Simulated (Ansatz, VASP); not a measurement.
**Two plane-wave programs on Ca**

```
Ca
1.0
     3.69336    0.00000    0.00000
    -1.84668    3.19854    0.00000
     0.00000    0.00000    6.08250
Ca
2
Direct
  0.33333 0.66667 0.25000
  0.66667 0.33333 0.75000
```

Alike in both runs: task single point; functional PBEsol; k mesh 11 × 11 × 6; occupations fermi-dirac, width 0.1 eV; no spin polarisation.

|  | VASP | Ansatz |
| --- | --- | --- |
| version | VASP 6.6.1 | Ansatz 0.2.0 |
| potentials or method | VASP PAW PBE potentials, release 64 (Ca_sv), cutoff 520 eV | plane waves (420 eV) with PAW, scalar-relativistic |
| valence electrons in the cell | 20 | 20 |

```tsv
	VASP	Ansatz	Ansatz less VASP
pressure (GPa)	2.8	2.8	-0.01
traceless stress, the component that is largest in VASP (GPa)	0.08	0.08	-0.001
```

VASP's potentials were made for PBE, not for PBEsol, and Ansatz warns of the same on its side.
